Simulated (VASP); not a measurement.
Input of a VASP 6.6.1 run:

INCAR

```
PREC = Accurate
ENCUT = 520
EDIFF = 1E-7
ISMEAR = -1
SIGMA = 0.02
LREAL = F
LASPH = T
NELM = 60
ALGO = Normal
ISIF = 2
LWAVE = F
LCHARG = T
GGA = PE
LELF = T
LVHAR = T
NBANDS = 60
```

File KPOINTS:

```
regular mesh
0
Gamma
  6 6 4
```

File POSCAR:

```
HfSnO4
1.0
    4.8527525883      0.0000000000      0.0000000000
    0.0000000000      4.8527525883      0.0000000000
    0.0000000000      0.0000000000      6.4969346249
Sn O Hf
2 8 2
Direct
    0.0000000000      0.5000000000      0.1235350626
    0.5000000000      0.0000000000      0.8764649374
    0.6957803555      0.8042196445      0.1258925366
    0.3042196445      0.1957803555      0.1258925366
    0.8042196445      0.3042196445      0.8741074634
    0.1957803555      0.6957803555      0.8741074634
    0.6940302539      0.8059697461      0.6260385270
    0.3059697461      0.1940302539      0.6260385270
    0.8059697461      0.3059697461      0.3739614730
    0.1940302539      0.6940302539      0.3739614730
    0.0000000000      0.5000000000      0.6243304425
    0.5000000000      0.0000000000      0.3756695575
```

Potentials or basis: VASP PAW PBE potentials, release 64 (Sn_d, O, Hf_pv).

The run is started by

```console
$ cat potpaw_PBE.64/Sn_d/POTCAR potpaw_PBE.64/O/POTCAR potpaw_PBE.64/Hf_pv/POTCAR > POTCAR
$ mpirun -np 1 vasp_std > vasp.out
```

Predict the pressure.

-1.2 GPa.

What does it give for the largest force?

0.170 eV/Å.

What does it give for the band gap on the k mesh?

2.36 eV.

Stress tensor (GPa, compression positive):
```
-1.04  0.00  0.00
 0.00 -1.04  0.00
 0.00  0.00 -1.39
```

Caveat: spin-orbit coupling is left out, which moves the levels of the heavy elements. A k mesh can miss the band edges.
